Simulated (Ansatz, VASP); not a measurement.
## B2P5 in VASP and in Ansatz

```
CELL_PARAMETERS angstrom
4.55263 0.00000 0.00000
0.00000 4.55263 0.00000
0.00000 0.00000 4.82321
ATOMIC_POSITIONS crystal
B 0.50000 0.00000 0.50000
B 0.00000 0.50000 0.50000
P 0.00000 0.00000 0.00000
P 0.71451 0.28549 0.73443
P 0.28549 0.71451 0.73443
P 0.71451 0.71451 0.26557
P 0.28549 0.28549 0.26557
```

Change from the starting cell: built by hand: pseudocubic CdIn2Se4 (ordered-vacancy zincblende) (P-42m, No. 111).

Alike in both runs: functional PBE; k mesh 8 × 8 × 6; occupations gaussian, width 0.1 eV; no spin polarisation.

Ansatz relaxed the structure, and its values are those at the end. VASP's run is a single point on that final structure, the one shown.

|  | VASP | Ansatz |
| --- | --- | --- |
| version | VASP 6.6.1 | Ansatz 0.2.0 |
| potentials or method | VASP PAW PBE potentials, release 64 (B, P), cutoff 520 eV | scalar-relativistic, plane waves, PAW |
| valence electrons in the cell | 31 | 31 |

Ansatz gave:

- gap on the k mesh at the Fermi level (eV): none
- pressure (GPa): 0.0
- rms of the force components (eV/Å): 0.001

Question: Which values does VASP return?

Answer: gap on the k mesh at the Fermi level (eV): none; pressure (GPa): -0.2; rms of the force components (eV/Å): 0.018.

A gap of «none» marks a metal or a gap that the smearing closes.
